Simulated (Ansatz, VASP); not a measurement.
# One calculation of Cd, two programs

File INCAR:

```
PREC     = Accurate       # precision mode
ENCUT    = 520            # plane-wave cutoff, eV
EDIFF    = 1E-7           # SCF threshold, eV
ISMEAR   = 1              # smearing method
SIGMA    = 0.05           # smearing width, eV
LREAL    = False          # projectors in reciprocal space
LASPH    = True           # aspherical terms in the spheres
NELM     = 100            # most SCF steps
ALGO     = Normal         # electronic algorithm
ISIF     = 2              # what is computed and relaxed
LWAVE    = False          # write WAVECAR
LCHARG   = False          # write CHGCAR
GGA      = PS             # functional
NBANDS   = 12             # bands
```

File KPOINTS:

```
regular mesh
0
Gamma
  12 12 12
```

POSCAR

```
Cd
1.0
    0.0000000000      2.2181497500      2.2181497500
    2.2181497500      0.0000000000      2.2181497500
    2.2181497500      2.2181497500      0.0000000000
Cd
1
Direct
    0.0000000000      0.0000000000      0.0000000000
```

Input for Ansatz:

```yaml
crystal:
  lattice:
    - [0.0, 2.21814975, 2.21814975]
    - [2.21814975, 0.0, 2.21814975]
    - [2.21814975, 2.21814975, 0.0]
  atoms:
    - { symbol: Cd, position: [0.0, 0.0, 0.0] }
basis:
  ecutwfc: 450.0
kpoints:
  mp_grid:
    grid: [12, 12, 12]
hamiltonian:
  xc: pbesol
  pseudopotentials:
    kind: paw
scf:
  occupations:
    method: cold
    width: 0.05
output:
  forces: true
  stress: true
```

Alike in both runs: task single point; functional PBEsol; k mesh 12 × 12 × 12; no spin polarisation.

|  | VASP | Ansatz |
| --- | --- | --- |
| version | VASP 6.6.1 | Ansatz 0.2.0 |
| potentials or method | VASP PAW PBE potentials, release 64 (Cd), cutoff 520 eV | plane waves, PAW |
| occupations | methfessel-paxton of order 1, width 0.05 eV | cold, width 0.05 eV |
| valence electrons in the cell | 12 | 20 |

Ansatz gave:

- pressure (GPa): -2.2

**Question.** Which values does VASP return?

**Answer.** Pressure (GPa): -2.0.

VASP's potentials were made for PBE, not for PBEsol. VASP's potentials hold 12 valence electrons a cell and Ansatz's 20, so a difference there can come from the potentials and not from the codes.
